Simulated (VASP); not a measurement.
# BAs (F-43m) in VASP: notebook

BAs is run at these levels: PBE; tasks: single point, relaxation of cell and atoms.

Program: VASP 6.6.1. These are calculated values, not measurements. Logs are shortened: lines on timing, memory, paths and dates and some standing lists are left out, and cuts for length are marked.

### Step 1. The cell of the first run

It takes space group F-43m (No. 216, cubic). The conventional cell has a = 4.809 Å, b = 4.809 Å, c = 4.809 Å, α = 90.00°, β = 90.00°, γ = 90.00°. Within 2.8 Å of B (site symmetry -43m) lie 4 As at 2.08 Å. As (site symmetry -43m) has 4 B at 2.08 Å within 2.8 Å.

### Step 2. Single point, PBE

Input file INCAR:

```
SYSTEM = BAs
PREC = Accurate ; ENCUT = 500
EDIFF = 1E-6 ; ISMEAR = 0
SIGMA = 0.02 ; LREAL = .False.
LASPH = .True. ; NELM = 120
ALGO = Normal ; ISIF = 2
LWAVE = .False. ; LCHARG = .False.
GGA = PE ; NBANDS = 11
GGA_COMPAT = .False.
```

Input file KPOINTS:

```
Automatic mesh
0
Gamma
  10 10 10
  0 0 0
```

Input file POSCAR:

```
BAs
1.0
    0.0000000000      2.4046291210      2.4046291210
    2.4046291210      0.0000000000      2.4046291210
    2.4046291210      2.4046291210      0.0000000000
B As
1 1
Direct
    0.0000000000      0.0000000000      0.0000000000
    0.2500000000      0.2500000000      0.2500000000
```

Potentials or basis: VASP PAW PBE potentials, release 64 (B, As).

Run with:

```console
cat potpaw_PBE.64/B/POTCAR potpaw_PBE.64/As/POTCAR > POTCAR
mpirun -np 1 vasp_std > vasp.out
```

OUTCAR:

```text
SYSTEM = BAs
   PREC = Accurate
   ENCUT = 500
   EDIFF = 1E-6
   ISMEAR = 0
   LREAL = .False.
   LASPH = .True.
   NELM = 120
   ISIF = 2
   GGA = PE

 ion  position               nearest neighbor table
   1  0.000  0.000  0.000-   2 2.08   2 2.08   2 2.08   2 2.08
   2  0.250  0.250  0.250-   1 2.08   1 2.08   1 2.08   1 2.08

  LATTYP: Found a face centered cubic cell.
 ALAT       =     4.8092582420

  Lattice vectors:

 A1 = (   0.0000000000,   2.4046291210,   2.4046291210)
 A2 = (   2.4046291210,   0.0000000000,   2.4046291210)
 A3 = (   2.4046291210,   2.4046291210,   0.0000000000)

Analysis of symmetry for initial positions (statically):
=====================================================================
 Subroutine PRICEL returns:
 Original cell was already a primitive cell.

 Routine SETGRP: Setting up the symmetry group for a
 face centered cubic supercell.

 Subroutine GETGRP returns: Found 24 space group operations
 (whereof 24 operations were pure point group operations)
 out of a pool of 48 trial point group operations.

The static configuration has the point symmetry T_d .

Analysis of symmetry for dynamics (positions and initial velocities):
=====================================================================
 Subroutine PRICEL returns:
 Original cell was already a primitive cell.

 Routine SETGRP: Setting up the symmetry group for a
 face centered cubic supercell.

 Subroutine GETGRP returns: Found 24 space group operations
 (whereof 24 operations were pure point group operations)
 out of a pool of 48 trial point group operations.

The dynamic configuration has the point symmetry T_d .

 Subroutine INISYM returns: Found 24 space group operations
 (whereof 24 operations are pure point group operations),
 and found     1 'primitive' translations

----------------------------------------------------------------------------------------

                                     Primitive cell

  volume of cell :      27.8083

  direct lattice vectors                    reciprocal lattice vectors
     0.000000000  2.404629121  2.404629121    -0.207932273  0.207932273  0.207932273
     2.404629121  0.000000000  2.404629121     0.207932273 -0.207932273  0.207932273
     2.404629121  2.404629121  0.000000000     0.207932273  0.207932273 -0.207932273

  length of vectors
     3.400659115  3.400659115  3.400659115     0.360149262  0.360149262  0.360149262

  position of ions in fractional coordinates (direct lattice)
     0.000000000  0.000000000  0.000000000
     0.250000000  0.250000000  0.250000000

  ion indices of the primitive-cell ions
   primitive index   ion index
                 1           1
                 2           2

----------------------------------------------------------------------------------------

 KPOINTS: Automatic mesh

Automatic generation of k-mesh.
 Grid dimensions read from file:
 generate k-points for:   10   10   10

 Generating k-lattice:

  Cartesian coordinates                     Fractional coordinates (reciprocal lattice)
    -0.020793227  0.020793227  0.020793227     0.100000000  0.000000000  0.000000000
     0.020793227 -0.020793227  0.020793227     0.000000000  0.100000000  0.000000000
     0.020793227  0.020793227 -0.020793227     0.000000000  0.000000000  0.100000000

  Length of vectors
     0.036014926  0.036014926  0.036014926

  Shift w.r.t. Gamma in fractional coordinates (k-lattice)
     0.000000000  0.000000000  0.000000000

 Subroutine IBZKPT returns following result:
 ===========================================

 Found     47 irreducible k-points:

 Following reciprocal coordinates:
            Coordinates               Weight
  0.000000  0.000000  0.000000      1.000000
  0.100000  0.000000  0.000000      8.000000
  0.200000  0.000000  0.000000      8.000000
  0.300000  0.000000  0.000000      8.000000
  0.400000  0.000000  0.000000      8.000000
  0.500000  0.000000  0.000000      4.000000
[... 16 lines left out ...]
  0.300000  0.300000  0.000000      6.000000
  0.400000  0.300000  0.000000     24.000000
 [... further k-points ...]
   k-points           NKPTS =     47   k-points in BZ     NKDIM =     47   number of bands    NBANDS=     11
   number of dos      NEDOS =    301   number of ions     NIONS =      2
   total plane-waves  NPLWV =  21952
   dimension x,y,z NGX =    28 NGY =   28 NGZ =   28
   dimension x,y,z NGXF=    56 NGYF=   56 NGZF=   56
   ions per type =               1   1
   NGX,Y,Z   is equivalent  to a cutoff of  13.69, 13.69, 13.69 a.u.
   NGXF,Y,Z  is equivalent  to a cutoff of  27.38, 27.38, 27.38 a.u.
 SYSTEM =  BAs
   PREC   = accura    normal or accurate (medium, high low for compatibility)
   ISTART =      0    job   : 0-new  1-cont  2-samecut
   ICHARG =      2    charge: 1-file 2-atom 10-const
   ISPIN  =      1    spin polarized calculation?
   LNONCOLLINEAR =      F non collinear calculations
   LSORBIT =      F    spin-orbit coupling
   LASPH  =      T    aspherical Exc in radial PAW
   ENCUT  =  500.0 eV  36.75 Ry    6.06 a.u.   6.20  6.20  6.20*2*pi/ulx,y,z
   NELM   =    120;   NELMIN=  2; NELMDL= -5     # of ELM steps
   EDIFF  = 0.1E-05   stopping-criterion for ELM
   LREAL  =      F    real-space projection
   EDIFFG = 0.1E-04   stopping-criterion for IOM
   NSW    =      0    number of steps for IOM
   IBRION =     -1    ionic relax: 0-MD 1-quasi-New 2-CG
   NFREE  =      0    steps in history (QN), initial steepest desc. (CG)
   ISIF   =      2    stress and relaxation
   ISYM   =      2    0-nonsym 1-usesym 2-fastsym
   POTIM  = 0.5000    time-step for ionic-motion
   TEBEG  =    0.0;   TEEND  =   0.0 temperature during run
   PSTRESS=    0.0 pullay stress
   NELECT =       8.0000    total number of electrons
   NUPDOWN=      -1.0000    fix difference up-down
   EMIN   =  10.00;   EMAX   =-10.00  energy-range for DOS
   EFERMI =   0.00;   METHOD = LEGACY
   ISMEAR =     0;   SIGMA  =   0.02  broadening in eV -4-tet -1-fermi 0-gaus
   EFERMI_NEDOS =   21; number of points for ismear=-14 and -15
   IALGO  =     38    algorithm
   IMIX   =      4    mixing-type and parameters
     AMIX     =   0.40;   BMIX     =  1.00
     AMIX_MAG =   1.60;   BMIX_MAG =  1.00
  volume/ion in A,a.u.               =      13.90        93.83
  Fermi-wavevector in a.u.,A,eV,Ry     =   1.080721  2.042266 15.891017  1.167957
  Thomas-Fermi vector in A             =   2.216719
   LORBIT       =      0    0 simple, 1 ext, 2 COOP (PROOUT), +10 PAW based schemes
   GGA     = PE    functional components
   LHFCALC =     F    Hartree Fock is set to
   AEXX    =    0.0000 exact exchange contribution
   IVDW    =     0    specifies the selected vdW correction
   LEPSILON=     F    determine dielectric tensor
   LRPA    =     F    only Hartree local field effects (RPA)
 non-spin polarized calculation
 Gauss-broadening in eV      SIGMA  =   0.02
  energy-cutoff  :      500.00
  volume of cell :       27.81
 maximum number of plane-waves:       725
 NGX is ok and might be reduce to    28
   NGX = 13   NGY = 13   NGZ = 13

 number of electron       8.0000000 magnetization

 Free energy of the ion-electron system (eV)
  ---------------------------------------------------
  ext. energy  EPLUGINS =         0.00000000
  ---------------------------------------------------
  free energy    TOTEN  =       -11.41316400 eV

  energy without entropy =      -11.41316400  energy(sigma->0) =      -11.41316400

 E-fermi :   6.0341     XC(G=0): -10.4970

 val. band max:        5.9053725702   @ k =   0.0000   0.0000   0.0000
 cond. band min:       7.1015208874   @ k =   0.4000   0.4000   0.0000
 fundamental gap:      1.1961483172
 Fermi energy:         6.0340990611

 k-point     1 :       0.0000    0.0000    0.0000
  band No.  band energies     occupation
      1      -9.3132      2.00000
      2       5.9054      2.00000
      3       5.9054      2.00000
      4       5.9054      2.00000
      5       9.1568      0.00000
      6       9.1568      0.00000
      7       9.1568      0.00000
      8      10.3368      0.00000
      9      15.3912      0.00000
     10      18.7747      0.00000
     11      18.7747      0.00000

 k-point     2 :       0.1000    0.0000    0.0000
  band No.  band energies     occupation
      1      -9.1520      2.00000
      2       4.5216      2.00000
      3       5.6108      2.00000
      4       5.6108      2.00000
      5       9.2596      0.00000
      6       9.5455      0.00000
      7       9.5455      0.00000
      8      11.2565      0.00000
      9      16.0220      0.00000
     10      17.7322      0.00000
     11      17.7322      0.00000

 k-point     3 :       0.2000    0.0000    0.0000
  band No.  band energies     occupation
      1      -8.6771      2.00000
      2       2.1890      2.00000
      3       5.0476      2.00000
      4       5.0476      2.00000
      5       9.0142      0.00000
      6      10.2517      0.00000
      7      10.2517      0.00000
      8      12.9222      0.00000
      9      17.0174      0.00000
     10      17.0225      0.00000
     11      17.0225      0.00000

 k-point     4 :       0.3000    0.0000    0.0000
  band No.  band energies     occupation
      1      -7.9255      2.00000
      2      -0.0643      2.00000
      3       4.5483      2.00000
      4       4.5483      2.00000
      5       8.7318      0.00000
      6      10.6581      0.00000
      7      10.6581      0.00000
      8      14.2384      0.00000
      9      17.1366      0.00000
     10      17.4510      0.00000
     11      17.4510      0.00000
[... 239 lines left out ...]
 k-point    22 :      -0.2000    0.2000    0.0000
  band No.  band energies     occupation
      1      -7.6672      2.00000
      2       0.4874      2.00000
      3       1.9172      2.00000
      4       4.6368      2.00000
      5       9.7620      0.00000
      6      10.9699      0.00000
      7      11.8328      0.00000
      8      12.8113      0.00000
      9      15.7613      0.00000
     10      18.4008      0.00000
     11      19.8784      0.00000

 k-point    23 :       0.3000    0.3000    0.0000
  band No.  band energies     occupation
      1      -7.4350      2.00000
      2       0.7203      2.00000
      3       2.7836      2.00000
      4       2.7836      2.00000
      5       7.3150      0.00000
      6       9.5508      0.00000
      7      14.2315      0.00000
      8      14.2315      0.00000
      9      16.7241      0.00000
     10      20.7393      0.00000
     11      20.8957      0.00000

 k-point    24 :       0.4000    0.3000    0.0000
  band No.  band energies     occupation
      1      -6.7241      2.00000
      2      -0.4985      2.00000
      3       2.0124      2.00000
      4       2.4920      2.00000
      5       7.6120      0.00000
      6       9.2935      0.00000
      7      14.5983      0.00000
      8      14.8419      0.00000
      9      17.7836      0.00000
     10      21.4662      0.00000
     11      21.6461      0.00000

 [... further k-points ...]

------------------------ aborting loop because EDIFF is reached ----------------------------------------

  FORCE on cell =-STRESS in cart. coord.  units (eV):
  Direction    XX          YY          ZZ          XY          YZ          ZX
  --------------------------------------------------------------------------------------
  -------------------------------------------------------------------------------------
  Total        0.1040008      0.1040008      0.1040008     -0.0000000     -0.0000000      0.0000000
  in kB        5.9920146      5.9920146      5.9920146     -0.0000000     -0.0000000      0.0000000
  external PRESSURE =       5.9920146 kB  Pullay stress =       0.0000000 kB

 VOLUME and BASIS-vectors are now :
 -----------------------------------------------------------------------------
  energy-cutoff  :      500.00
  volume of cell :       27.81
      direct lattice vectors                 reciprocal lattice vectors
     0.000000000  2.404629121  2.404629121    -0.207932273  0.207932273  0.207932273
     2.404629121  0.000000000  2.404629121     0.207932273 -0.207932273  0.207932273
     2.404629121  2.404629121  0.000000000     0.207932273  0.207932273 -0.207932273

 POSITION                                       TOTAL-FORCE (eV/Angst)
 -----------------------------------------------------------------------------------
      0.00000      0.00000      0.00000         0.000000     -0.000000     -0.000000
      1.20231      1.20231      1.20231        -0.000000      0.000000      0.000000
 -----------------------------------------------------------------------------------
    total drift:                               -0.000000     -0.000000     -0.000000

  FREE ENERGIE OF THE ION-ELECTRON SYSTEM (eV)
  ---------------------------------------------------
  free  energy   TOTEN  =       -11.4131639971 eV

  energy  without entropy=      -11.4131639971  energy(sigma->0) =      -11.41316400
```

Wall time 23 s (1 thread of Intel Xeon Platinum 8375C at 2.90GHz (Ice Lake), shared host); peak memory 0.16 GiB.

Results:

```
Free energy            : -11.4132 eV
Pressure               : 0.6 GPa
Band gap on the k mesh : 1.20 eV (least direct gap 3.25 eV)
```

### Step 3. Single point, PBE

Input file INCAR:

```
  PREC = Accurate
  ENCUT = 500
  EDIFF = 1E-6
  ISMEAR = 0
  SIGMA = 0.02
  LREAL = False
  LASPH = True
  NELM = 120
  ALGO = Normal
  ISIF = 2
  LWAVE = False
  LCHARG = False
  GGA = PE
  NBANDS = 11
  GGA_COMPAT = False
```

Input file KPOINTS:

```
regular mesh
0
Gamma
  10 10 10
```

POSCAR is that of step 2.

Potentials or basis: VASP PAW PBE potentials, release 64 (B, As).

Run with:

```console
cat potpaw_PBE.64/B/POTCAR potpaw_PBE.64/As/POTCAR > POTCAR
mpirun -np 1 vasp_std > vasp.out
```

OUTCAR:

```text
PREC = Accurate
   ENCUT = 500
   EDIFF = 1E-6
   ISMEAR = 0
   LREAL = False
   LASPH = True
   NELM = 120
   ISIF = 2
   GGA = PE

 ion  position               nearest neighbor table
   1  0.000  0.000  0.000-   2 2.08   2 2.08   2 2.08   2 2.08
   2  0.250  0.250  0.250-   1 2.08   1 2.08   1 2.08   1 2.08

  LATTYP: Found a face centered cubic cell.
 ALAT       =     4.8092582420

  Lattice vectors:

 A1 = (   0.0000000000,   2.4046291210,   2.4046291210)
[... 522 lines left out ...]

------------------------ aborting loop because EDIFF is reached ----------------------------------------

  FORCE on cell =-STRESS in cart. coord.  units (eV):
  Direction    XX          YY          ZZ          XY          YZ          ZX
  --------------------------------------------------------------------------------------
  -------------------------------------------------------------------------------------
  Total        0.1040008      0.1040008      0.1040008     -0.0000000     -0.0000000      0.0000000
  in kB        5.9920146      5.9920146      5.9920146     -0.0000000     -0.0000000      0.0000000
  external PRESSURE =       5.9920146 kB  Pullay stress =       0.0000000 kB

 VOLUME and BASIS-vectors are now :
 -----------------------------------------------------------------------------
  energy-cutoff  :      500.00
  volume of cell :       27.81
      direct lattice vectors                 reciprocal lattice vectors
     0.000000000  2.404629121  2.404629121    -0.207932273  0.207932273  0.207932273
     2.404629121  0.000000000  2.404629121     0.207932273 -0.207932273  0.207932273
     2.404629121  2.404629121  0.000000000     0.207932273  0.207932273 -0.207932273

 POSITION                                       TOTAL-FORCE (eV/Angst)
 -----------------------------------------------------------------------------------
      0.00000      0.00000      0.00000         0.000000     -0.000000     -0.000000
      1.20231      1.20231      1.20231        -0.000000      0.000000      0.000000
 -----------------------------------------------------------------------------------
    total drift:                               -0.000000     -0.000000     -0.000000

  FREE ENERGIE OF THE ION-ELECTRON SYSTEM (eV)
  ---------------------------------------------------
  free  energy   TOTEN  =       -11.4131639971 eV

  energy  without entropy=      -11.4131639971  energy(sigma->0) =      -11.41316400
```

OSZICAR:

```text
N       E                     dE             d eps       ncg     rms          rms(c)
DAV:   1     0.107655453680E+02    0.10766E+02   -0.37992E+03  1034   0.628E+02
DAV:   2    -0.113913696139E+02   -0.22157E+02   -0.21475E+02  1412   0.100E+02
DAV:   3    -0.120123713560E+02   -0.62100E+00   -0.61979E+00  1305   0.158E+01
DAV:   4    -0.120139028003E+02   -0.15314E-02   -0.15314E-02  1138   0.916E-01
DAV:   5    -0.120139053655E+02   -0.25652E-05   -0.25652E-05  1245   0.384E-02    0.479E+00
DAV:   6    -0.114739221528E+02    0.53998E+00   -0.15230E+00  1103   0.495E+00    0.233E+00
DAV:   7    -0.114192008490E+02    0.54721E-01   -0.17831E-01  1205   0.207E+00    0.967E-01
DAV:   8    -0.114126993753E+02    0.65015E-02   -0.19758E-02  1172   0.794E-01    0.962E-02
DAV:   9    -0.114130003165E+02   -0.30094E-03   -0.77204E-04  1175   0.159E-01    0.566E-02
DAV:  10    -0.114131576395E+02   -0.15732E-03   -0.19313E-04  1090   0.844E-02    0.120E-02
DAV:  11    -0.114131637823E+02   -0.61428E-05   -0.56280E-06  1272   0.158E-02    0.101E-02
DAV:  12    -0.114131639971E+02   -0.21481E-06   -0.27907E-06  1091   0.908E-03
   1 F= -.11413164E+02 E0= -.11413164E+02  d E =-.345435E-22
```

stdout:

```text
POSCAR found type information on POSCAR B As
 POSCAR found :  2 types and       2 ions
 scaLAPACK will be used
 LDA part: xc-table for (Slater+PW92), standard interpolation
 POSCAR, INCAR and KPOINTS ok, starting setup
 FFT: planning ... GRIDC
 FFT: planning ... GRID_SOFT
 FFT: planning ... GRID
 WAVECAR not read
 entering main loop
```

Run time: 24 s. Hardware: 1 thread of Intel Xeon Platinum 8375C at 2.90GHz (Ice Lake), shared host; peak memory 0.16 GiB.

What came out:

| Item | Value |
| --- | --- |
| Free energy | -11.4132 eV |
| Pressure | 0.6 GPa |
| Band gap on the k mesh | 1.20 eV (least direct gap 3.25 eV) |

A k mesh can miss the band edges.

### Step 4. Relaxation of cell and atoms, PBE

This run uses another cell than the first one, of 15.39 Å³/atom.

Input file INCAR:

```
  ALGO = Normal
  EDIFF = 1E-7
  EDIFFG = -0.05
  ENCUT = 500
  GGA = PE
  GGA_COMPAT = False
  IBRION = 2
  ISIF = 3
  ISMEAR = 0
  LASPH = True
  LCHARG = False
  LREAL = False
  LWAVE = False
  NELM = 120
  NELMIN = 4
  NSW = 80
  PREC = Accurate
  SIGMA = 0.1
```

Input file KPOINTS:

```
k-points
0
Gamma
  8 8 8
```

Input file POSCAR:

```
BAs
1.0
    0.0000000000      2.4871809209      2.4871809209
    2.4871809209      0.0000000000      2.4871809209
    2.4871809209      2.4871809209      0.0000000000
B As
1 1
Direct
    0.0000000000      0.0000000000      0.0000000000
    0.2500000000      0.2500000000      0.2500000000
```

Run with:

```console
cat potpaw_PBE.64/B/POTCAR potpaw_PBE.64/As/POTCAR > POTCAR
mpirun -np 1 vasp_std > vasp.out
```

It took 38 s on 1 thread of Intel Xeon Platinum 8375C at 2.90GHz (Ice Lake), shared host; peak memory 0.16 GiB.

It converged, with:

* Free energy: -11.4119 eV
* Relaxed volume: 13.97 Å³/atom
* Relaxed cell: a = 3.406 Å, b = 3.406 Å, c = 3.406 Å, α = 60.00°, β = 60.00°, γ = 60.00°
* Space group after relaxing (to 0.1 Å): F-43m (No. 216)
* Energy gained by relaxing: 50.3 meV/atom
* Ionic steps: 3
* Pressure after relaxing: 0.0 GPa
* Band gap on the k mesh: 1.21 eV (least direct gap 3.25 eV)

The path:
```
step  energy change (eV)  largest force (eV/Å)  pressure (GPa)  volume (Å³)
   1              0.0000                0.0000          -10.42        30.77
   2             -0.0688                0.0000            7.58        26.53
   3             -0.1005                0.0000           -0.02        27.94
```

Final structure:
```
B As
1.0
     0.00000    2.40832    2.40832
     2.40832    0.00000    2.40832
     2.40832    2.40832    0.00000
B As
1 1
Direct
  0.00000 0.00000 0.00000
  0.25000 0.25000 0.25000
```

Levels at points of the mesh, in eV from the valence-band top:
```tsv
k point	band 2	band 3	band 4	band 5	band 6	band 7
(0.00, 0.00, 0.00)	0.00	0.00	0.00	3.25	3.25	3.25
(0.50, 0.00, 0.00)	-8.61	-1.78	-1.78	2.55	4.75	4.75
(0.50, 0.50, 0.00)	-8.39	-3.98	-3.98	1.46	1.46	11.13
```

A k mesh can miss the band edges.
